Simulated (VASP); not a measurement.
# Al4B3Sb (P-3m1) in VASP: a series of runs

Al4B3Sb is run at these levels: PBE; tasks: relaxation of cell and atoms.

Everything below comes from runs of VASP 6.6.1. Logs are shortened: lines on timing, memory, paths and dates and some standing lists are left out, and cuts for length are marked.

## Step 1: The cell of the first run

Symmetry: P-3m1, No. 164, trigonal system. Conventional cell: a = 3.511 Å, b = 3.511 Å, c = 10.487 Å, α = 90.00°, β = 90.00°, γ = 120.00°. Al (site symmetry 3m) has 3 B at 2.36 Å and 3 Al at 2.80 Å and 3 Sb at 2.99 Å within 3.1 Å. Within 2.8 Å of Al (site symmetry 3m) lie 6 B at 2.15 to 2.31 Å and 3 Al at 2.80 Å. Within 2.4 Å of B (site symmetry -3m) lie 2 B at 1.83 Å and 6 Al at 2.31 Å. B (site symmetry 3m) has 1 B at 1.83 Å and 6 Al at 2.15 to 2.36 Å within 2.4 Å. Within 3.9 Å of Sb (site symmetry -3m) lie 6 Al at 2.99 Å and 2 B at 3.41 Å and 6 Sb at 3.51 Å.

## Step 2: Relaxation of cell and atoms, PBE

INCAR reads:

```
  PREC = Accurate
  ENCUT = 600
  EDIFF = 1E-7
  ISMEAR = 0
  SIGMA = 0.1
  LREAL = False
  LASPH = True
  NELM = 80
  ALGO = Normal
  ISIF = 3
  LWAVE = False
  LCHARG = False
  GGA = PE
  IBRION = 2
  NSW = 80
  EDIFFG = -0.001
```

KPOINTS reads:

```
Automatic mesh
0
Gamma
  12 12 4
```

POSCAR reads:

```
Al4B3Sb
1.0
    3.5109849781      0.0000000000      0.0000000000
   -1.7554924890      3.0406021833      0.0000000000
    0.0000000000      0.0000000000     10.4868051298
Al B Sb
4 3 1
Direct
    0.3333333333      0.6666666667      0.7900803224
    0.3333333333      0.6666666667      0.3936370654
    0.6666666667      0.3333333333      0.2099196776
    0.6666666667      0.3333333333      0.6063629346
    0.0000000000      0.0000000000      0.5000000000
    0.0000000000      0.0000000000      0.3252902034
    0.0000000000      0.0000000000      0.6747097966
    0.0000000000      0.0000000000      0.0000000000
```

Potentials or basis: VASP PAW PBE potentials, release 64 (Al, B, Sb).

The run is started by

```
$ cat potpaw_PBE.64/Al/POTCAR potpaw_PBE.64/B/POTCAR potpaw_PBE.64/Sb/POTCAR > POTCAR
$ mpirun -np 1 vasp_std > vasp.out
```

OUTCAR:

```text
PREC = Accurate
   ENCUT = 600
   EDIFF = 1E-7
   ISMEAR = 0
   LREAL = False
   LASPH = True
   NELM = 80
   ISIF = 3
   GGA = PE
   IBRION = 2
   NSW = 80
   EDIFFG = -0.001

 ion  position               nearest neighbor table
   1  0.333  0.667  0.790-   7 2.36   7 2.36   7 2.36   4 2.80   4 2.80   4 2.80   8 2.99   8 2.99
                             8 2.99
   2  0.333  0.667  0.394-   6 2.15   6 2.15   6 2.15   5 2.31   5 2.31   5 2.31   3 2.80   3 2.80
                             3 2.80   4 3.01   4 3.01   4 3.01
   3  0.667  0.333  0.210-   6 2.36   6 2.36   6 2.36   2 2.80   2 2.80   2 2.80   8 2.99   8 2.99
                             8 2.99
   4  0.667  0.333  0.606-   7 2.15   7 2.15   7 2.15   5 2.31   5 2.31   5 2.31   1 2.80   1 2.80
                             1 2.80   2 3.01   2 3.01   2 3.01
   5  0.000  0.000  0.500-   6 1.83   7 1.83   2 2.31   4 2.31   2 2.31   4 2.31   4 2.31   2 2.31

   6  0.000  0.000  0.325-   5 1.83   2 2.15   2 2.15   2 2.15   3 2.36   3 2.36   3 2.36
   7  0.000  0.000  0.675-   5 1.83   4 2.15   4 2.15   4 2.15   1 2.36   1 2.36   1 2.36
   8  0.000  0.000  0.000-   1 2.99   3 2.99   1 2.99   3 2.99   3 2.99   1 2.99

  LATTYP: Found a hexagonal cell.
 ALAT       =     3.5109849781
 C/A-ratio  =     2.9868555961

  Lattice vectors:

 A1 = (   3.5109849781,   0.0000000000,   0.0000000000)
 A2 = (  -1.7554924890,   3.0406021833,   0.0000000000)
 A3 = (   0.0000000000,   0.0000000000,  10.4868051298)

Analysis of symmetry for initial positions (statically):
=====================================================================
 Subroutine PRICEL returns:
 Original cell was already a primitive cell.

 Routine SETGRP: Setting up the symmetry group for a
 hexagonal supercell.

 Subroutine GETGRP returns: Found 12 space group operations
 (whereof 12 operations were pure point group operations)
 out of a pool of 24 trial point group operations.

The static configuration has the point symmetry D_3d.

Analysis of symmetry for dynamics (positions and initial velocities):
=====================================================================
 Subroutine PRICEL returns:
 Original cell was already a primitive cell.

 Routine SETGRP: Setting up the symmetry group for a
 hexagonal supercell.

 Subroutine GETGRP returns: Found 12 space group operations
 (whereof 12 operations were pure point group operations)
 out of a pool of 24 trial point group operations.

The dynamic configuration has the point symmetry D_3d.

 Subroutine INISYM returns: Found 12 space group operations
 (whereof 12 operations are pure point group operations),
 and found     1 'primitive' translations

----------------------------------------------------------------------------------------

                                     Primitive cell

  volume of cell :     111.9520

  direct lattice vectors                    reciprocal lattice vectors
     3.510984978  0.000000000  0.000000000     0.284820358  0.164441111  0.000000000
    -1.755492489  3.040602183  0.000000000     0.000000000  0.328882221  0.000000000
     0.000000000  0.000000000 10.486805130     0.000000000  0.000000000  0.095357927

  length of vectors
     3.510984978  3.510984978 10.486805130     0.328882221  0.328882221  0.095357927

  position of ions in fractional coordinates (direct lattice)
     0.333333333  0.666666667  0.790080322
     0.333333333  0.666666667  0.393637065
     0.666666667  0.333333333  0.209919678
     0.666666667  0.333333333  0.606362935
     0.000000000  0.000000000  0.500000000
     0.000000000  0.000000000  0.325290203
     0.000000000  0.000000000  0.674709797
     0.000000000  0.000000000  0.000000000

  ion indices of the primitive-cell ions
   primitive index   ion index
                 1           1
                 2           2
                 3           3
                 4           4
                 5           5
                 6           6
                 7           7
                 8           8

----------------------------------------------------------------------------------------

 KPOINTS: Automatic mesh

Automatic generation of k-mesh.
 Grid dimensions read from file:
 generate k-points for:   12   12    4

 Generating k-lattice:

  Cartesian coordinates                     Fractional coordinates (reciprocal lattice)
     0.023735030  0.013703426  0.000000000     0.083333333 -0.000000000  0.000000000
     0.000000000  0.027406852  0.000000000     0.000000000  0.083333333  0.000000000
     0.000000000  0.000000000  0.023839482     0.000000000  0.000000000  0.250000000

  Length of vectors
     0.027406852  0.027406852  0.023839482

  Shift w.r.t. Gamma in fractional coordinates (k-lattice)
     0.000000000  0.000000000  0.000000000

 Subroutine IBZKPT returns following result:
 ===========================================

 Found     69 irreducible k-points:

 Following reciprocal coordinates:
            Coordinates               Weight
  0.000000  0.000000  0.000000      1.000000
  0.083333  0.000000  0.000000      6.000000
  0.166667  0.000000  0.000000      6.000000
  0.250000  0.000000  0.000000      6.000000
  0.333333  0.000000  0.000000      6.000000
  0.416667  0.000000  0.000000      6.000000
[... 16 lines left out ...]
  0.166667  0.000000  0.250000      6.000000
  0.000000  0.166667  0.250000      6.000000
 [... further k-points ...]
   k-points           NKPTS =     69   k-points in BZ     NKDIM =     69   number of bands    NBANDS=     18
   number of dos      NEDOS =    301   number of ions     NIONS =      8
   total plane-waves  NPLWV =  65856
   dimension x,y,z NGX =    28 NGY =   28 NGZ =   84
   dimension x,y,z NGXF=    56 NGYF=   56 NGZF=  168
   ions per type =               4   3   1
   NGX,Y,Z   is equivalent  to a cutoff of  13.26, 13.26, 13.32 a.u.
   NGXF,Y,Z  is equivalent  to a cutoff of  26.52, 26.52, 26.63 a.u.
 SYSTEM =  unknown system
   PREC   = accura    normal or accurate (medium, high low for compatibility)
   ISTART =      0    job   : 0-new  1-cont  2-samecut
   ICHARG =      2    charge: 1-file 2-atom 10-const
   ISPIN  =      1    spin polarized calculation?
   LNONCOLLINEAR =      F non collinear calculations
   LSORBIT =      F    spin-orbit coupling
   LASPH  =      T    aspherical Exc in radial PAW
   ENCUT  =  600.0 eV  44.10 Ry    6.64 a.u.   7.01  7.01 20.94*2*pi/ulx,y,z
   NELM   =     80;   NELMIN=  2; NELMDL= -5     # of ELM steps
   EDIFF  = 0.1E-06   stopping-criterion for ELM
   LREAL  =      F    real-space projection
   EDIFFG = -.1E-02   stopping-criterion for IOM
   NSW    =     80    number of steps for IOM
   IBRION =      2    ionic relax: 0-MD 1-quasi-New 2-CG
   NFREE  =      1    steps in history (QN), initial steepest desc. (CG)
   ISIF   =      3    stress and relaxation
   ISYM   =      2    0-nonsym 1-usesym 2-fastsym
   POTIM  = 0.5000    time-step for ionic-motion
   TEBEG  =    0.0;   TEEND  =   0.0 temperature during run
   PSTRESS=    0.0 pullay stress
   NELECT =      26.0000    total number of electrons
   NUPDOWN=      -1.0000    fix difference up-down
   EMIN   =  10.00;   EMAX   =-10.00  energy-range for DOS
   EFERMI =   0.00;   METHOD = LEGACY
   ISMEAR =     0;   SIGMA  =   0.10  broadening in eV -4-tet -1-fermi 0-gaus
   EFERMI_NEDOS =   21; number of points for ismear=-14 and -15
   IALGO  =     38    algorithm
   IMIX   =      4    mixing-type and parameters
     AMIX     =   0.40;   BMIX     =  1.00
     AMIX_MAG =   1.60;   BMIX_MAG =  1.00
  volume/ion in A,a.u.               =      13.99        94.44
  Fermi-wavevector in a.u.,A,eV,Ry     =   1.006287  1.901607 13.777454  1.012614
  Thomas-Fermi vector in A             =   2.139020
   LORBIT       =      0    0 simple, 1 ext, 2 COOP (PROOUT), +10 PAW based schemes
   GGA     = PE    functional components
   LHFCALC =     F    Hartree Fock is set to
   AEXX    =    0.0000 exact exchange contribution
   IVDW    =     0    specifies the selected vdW correction
   LEPSILON=     F    determine dielectric tensor
   LRPA    =     F    only Hartree local field effects (RPA)
 conjugate gradient relaxation of ions
 non-spin polarized calculation
 Gauss-broadening in eV      SIGMA  =   0.10
  energy-cutoff  :      600.00
  volume of cell :      111.95
 maximum number of plane-waves:      3772
   NGX = 13   NGY = 13   NGZ = 41

--------------------------------------- Ionic step        1  -------------------------------------------

 number of electron      26.0000000 magnetization

 Free energy of the ion-electron system (eV)
  ---------------------------------------------------
  ext. energy  EPLUGINS =         0.00000000
  ---------------------------------------------------
  free energy    TOTEN  =       -37.79162209 eV

  energy without entropy =      -37.78212327  energy(sigma->0) =      -37.78687268

------------------------ aborting loop because EDIFF is reached ----------------------------------------

  FORCE on cell =-STRESS in cart. coord.  units (eV):
  Direction    XX          YY          ZZ          XY          YZ          ZX
  --------------------------------------------------------------------------------------
  -------------------------------------------------------------------------------------
  Total       -0.0272514     -0.0272514     -0.0030522     -0.0000000      0.0000000      0.0000000
  in kB       -0.3900033     -0.3900033     -0.0436814     -0.0000000      0.0000000      0.0000000
  external PRESSURE =      -0.2745627 kB  Pullay stress =       0.0000000 kB
[... 279 lines left out ...]
  energy  without entropy=      -37.7820946634  energy(sigma->0) =      -37.78686817

--------------------------------------- Ionic step        8  -------------------------------------------

 number of electron      26.0000000 magnetization

 Free energy of the ion-electron system (eV)
  ---------------------------------------------------
  ext. energy  EPLUGINS =         0.00000000
  ---------------------------------------------------
  free energy    TOTEN  =       -37.79164182 eV

  energy without entropy =      -37.78209293  energy(sigma->0) =      -37.78686738

 E-fermi :   8.2049     XC(G=0): -10.5506

 val. band max:        8.1955058107   @ k =   0.4167   0.0000   0.0000
 cond. band min:       8.2077914285   @ k =   0.3333   0.3333   0.0000
 fundamental gap:      0.0122856178
 Fermi energy:         8.2049255749

 k-point     1 :       0.0000    0.0000    0.0000
  band No.  band energies     occupation
      1      -5.3312      2.00000
      2      -3.5920      2.00000
      3      -3.5421      2.00000
      4       0.1443      2.00000
      5       0.9584      2.00000
      6       5.3099      2.00000
[... 10 lines left out ...]
     17      11.5718      0.00000
     18      11.5718      0.00000
[... 466 lines left out ...]
      2      -3.5356      2.00000
      3      -2.6995      2.00000
      4      -0.0923      2.00000
      5       2.1122      2.00000
      6       3.9480      2.00000
[... 10 lines left out ...]
     17      11.1430      0.00000
     18      11.3768      0.00000

 [... further k-points ...]

------------------------ aborting loop because EDIFF is reached ----------------------------------------

  FORCE on cell =-STRESS in cart. coord.  units (eV):
  Direction    XX          YY          ZZ          XY          YZ          ZX
  --------------------------------------------------------------------------------------
  -------------------------------------------------------------------------------------
  Total       -0.0000927     -0.0000927     -0.0007722     -0.0000000      0.0000000      0.0000000
  in kB       -0.0013271     -0.0013271     -0.0110542     -0.0000000      0.0000000      0.0000000
  external PRESSURE =      -0.0045694 kB  Pullay stress =       0.0000000 kB
[... 23 lines left out ...]
  FREE ENERGIE OF THE ION-ELECTRON SYSTEM (eV)
  ---------------------------------------------------
  free  energy   TOTEN  =       -37.7916418213 eV

  energy  without entropy=      -37.7820929313  energy(sigma->0) =      -37.78686738

 reached required accuracy - stopping structural energy minimisation
```

Run time: 15 min. Hardware: 1 thread of Intel Xeon 8259CL, shared host; peak memory 0.38 GiB.

Results:

```
Free energy                           : -37.7916 eV
Relaxed volume                        : 13.99 Å³/atom
Relaxed cell                          : a = 3.510 Å, b = 3.510 Å, c = 10.489 Å, α = 90.00°, β = 90.00°, γ = 120.00°
Space group after relaxing (to 0.1 Å) : P-3m1 (No. 164)
Energy gained by relaxing             : 0.0 meV/atom
Ionic steps                           : 8
Pressure after relaxing               : 0.0 GPa
Band gap on the k mesh                : zero (bands 13 and 14 overlap by 4.29 eV)
```

Final structure:
```
Al B Sb
1.0
     3.51026    0.00000    0.00000
    -1.75513    3.03997    0.00000
     0.00000    0.00000   10.48882
Al B Sb
4 3 1
Direct
  0.33333 0.66667 0.78992
  0.33333 0.66667 0.39370
  0.66667 0.33333 0.21008
  0.66667 0.33333 0.60630
  0.00000 0.00000 0.50000
  0.00000 0.00000 0.32527
  0.00000 0.00000 0.67473
  0.00000 0.00000 0.00000
```

Levels at points of the mesh, in eV from the Fermi level:
```tsv
k point	band 11	band 12	band 13	band 14	band 15	band 16
(0.00, 0.00, 0.00)	-0.51	1.97	2.20	2.20	2.96	2.96
(0.50, 0.00, 0.00)	-2.34	-1.52	-0.66	-0.14	-0.11	1.32
(0.00, 0.00, 0.50)	1.03	1.80	2.53	2.53	2.79	2.79
(0.50, 0.00, 0.50)	-2.39	-1.62	-0.30	-0.16	0.48	0.58
```

Caveat: spin-orbit coupling is left out, which moves the levels of the heavy elements.

[end of part 1 of 2]
